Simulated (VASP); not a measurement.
BaS:

```xyz
2
Lattice="0.0000 3.1382 3.2118 3.1382 0.0000 3.2118 3.1382 3.1382 0.0000" Properties=species:S:1:pos:R:3 pbc="T T T"
Ba    0.0000    0.0000    0.0000
S     3.1382    3.1382    3.2118
```

This cell differs from its parent crystal: biaxial xy strain -2.3%.

Base run:

| Property | Result |
| --- | --- |
| Program | VASP 6.6.1 |
| Functional | r2SCAN |
| Potentials or basis | VASP PAW PBE potentials, release 64 (Ba_sv, S) |
| Cutoff | 520 eV |
| k mesh | 8 × 8 × 8 |
| Occupations | gaussian, width 0.01 eV |
| Spin | no spin polarisation |

Its results: band gap on the k mesh 2.37 eV (least direct gap 2.49 eV); pressure 3.1 GPa.

Q: The run is repeated on the same cell with these changes: functional from r2SCAN to PBE; occupations from gaussian, width 0.01 eV to fermi-dirac, width 0.02 eV. What comes out?

A: Band gap on the k mesh 2.02 eV (least direct gap 2.14 eV); pressure 3.0 GPa.

Caveats: spin-orbit coupling is left out, which moves the levels of the heavy elements; the cell stands under pressure (at least some runs); the PAW data sets were made with another functional, which shifts forces and pressure a little (at least some runs).

A k mesh can miss the band edges.
